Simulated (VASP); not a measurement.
Here is a VASP 6.6.1 calculation.

INCAR

```
SYSTEM = Tl12O
ALGO     = Normal         ! electronic algorithm
EDIFF    = 1E-7           ! SCF threshold, eV
ENCUT    = 520            ! plane-wave cutoff, eV
GGA      = PE             ! functional
ISIF     = 2              ! what is computed and relaxed
ISMEAR   = 0              ! smearing method
LASPH    = .TRUE.         ! aspherical terms in the spheres
LCHARG   = .FALSE.        ! write CHGCAR
LREAL    = .FALSE.        ! projectors in reciprocal space
LWAVE    = .FALSE.        ! write WAVECAR
NBANDS   = 93             ! bands
NELM     = 80             ! most SCF steps
PREC     = Accurate       ! precision mode
SIGMA    = 0.1            ! smearing width, eV
```

The input KPOINTS:

```
k-points
0
G
  3 2 3
  0 0 0
```

File POSCAR:

```
Tl12O
1.0
    6.9200000000      0.0000000000      0.0000000000
   -5.1900000000      8.9893440000      0.0000000000
    0.0000000000      0.0000000000      5.5325400000
Tl O
12 1
Direct
    0.0011696301     -0.0023753680      0.0079289079
    0.1602318200      0.2167073593      0.5267811891
    0.0033054404      0.3328409726      0.0159691570
    0.1732644927      0.5534507301      0.4846133964
    0.0158293634      0.6767233516      0.0078343763
    0.1587306110      0.8866438975      0.5103232873
    0.5096974576      0.0034212730     -0.0108622803
    0.6525661070      0.2137817843      0.4922579864
    0.4926033302      0.3356287177      0.0151608484
    0.6639545653      0.5573155283      0.4830772123
    0.5065964878      0.6727072632     -0.0276957781
    0.6654883285      0.8915170006      0.4913428552
    0.8330787446      0.4454500796      0.7522356820
```

Potentials or basis: VASP PAW PBE potentials, release 64 (Tl_d, O).

Run with:

```bash
$ cat potpaw_PBE.64/Tl_d/POTCAR potpaw_PBE.64/O/POTCAR > POTCAR
$ mpirun -np 1 vasp_std > vasp.out
```

(1) Predict the pressure.

(2) Estimate the largest force.

(3) Estimate the band gap on the k mesh.

Results:

(1) 4.1 GPa.

(2) 0.027 eV/Å.

(3) zero (bands 81 and 82 overlap by 0.71 eV).

Caveat: the k points lie up to 0.38 Å⁻¹ apart, too coarse for converged energies and pressures of a metal; spin-orbit coupling is left out, which moves the levels of the heavy elements.
